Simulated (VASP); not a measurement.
SnO2, 6 atoms in the cell. Symmetry: Pnnm, No. 58, orthorhombic system. Conventional cell: a = 4.707 Å, b = 4.784 Å, c = 3.186 Å, α = 90.00°, β = 90.00°, γ = 90.00°. Within 2.7 Å of Sn (site symmetry 2/m) lie 6 O at 2.06 Å. Within 2.7 Å of O (site symmetry m) lie 3 Sn at 2.06 Å and 1 O at 2.60 Å. 

| Quantity | Value |
| --- | --- |
| Program | VASP 6.6.1 |
| Task | single point |
| Functional | LDA |
| Potentials or basis | VASP PAW LDA potentials, release 64 (Sn_d, O) |
| Cutoff | 520 eV |
| k mesh | 4 × 4 × 6 |
| Occupations | gaussian, width 0.01 eV |
| Spin | no spin polarisation |
| Dipole correction | no |
| Further INCAR settings | ALGO = Normal; EDIFF = 1e-06; NBANDS = 35 |

Potentials or basis: VASP PAW LDA potentials, release 64 (Sn_d, O).

The run is started by

```bash
$ cat potpaw_LDA.64/Sn_d/POTCAR potpaw_LDA.64/O/POTCAR > POTCAR
$ mpirun -np 1 vasp_std > vasp.out
```

Hardware: 1 thread of Intel Xeon 8259CL, with other jobs on the host.

Task: Estimate the wall time of this run.

Result: It took 110 s on 1 thread of Intel Xeon 8259CL, with other jobs on the host, peak memory 0.2 GiB. Counts: scf iterations 14, k points 36.
